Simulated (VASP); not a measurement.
PbF2:

```
CELL_PARAMETERS angstrom
0.00000 2.94581 2.94581
2.94581 0.00000 2.94581
2.94581 2.94581 0.00000
ATOMIC_POSITIONS crystal
Pb 0.00000 0.00000 0.00000
F 0.25000 0.25000 0.25000
F 0.75000 0.75000 0.75000
```

Base run:

```yaml
Program: VASP 6.6.1
Functional: PBE
Potentials_or_basis: VASP PAW PBE potentials, release 64 (Pb_d, F)
Cutoff: 520 eV
k_mesh: 6 × 6 × 6
Occupations: gaussian, width 0.01 eV
Spin: no spin polarisation
```

Its results: band gap on the k mesh 4.44 eV (least direct gap 4.56 eV); electronic dielectric tensor (diagonal) 3.34.

Q: The run is repeated on the same cell with these changes: functional from PBE to r2SCAN; cutoff from 520 eV to 580 eV. What comes out?

A: Band gap on the k mesh 4.96 eV (least direct gap 5.07 eV); electronic dielectric tensor (diagonal) 3.17.

Caveats: spin-orbit coupling is left out, which moves the levels of the heavy elements.

A k mesh can miss the band edges.
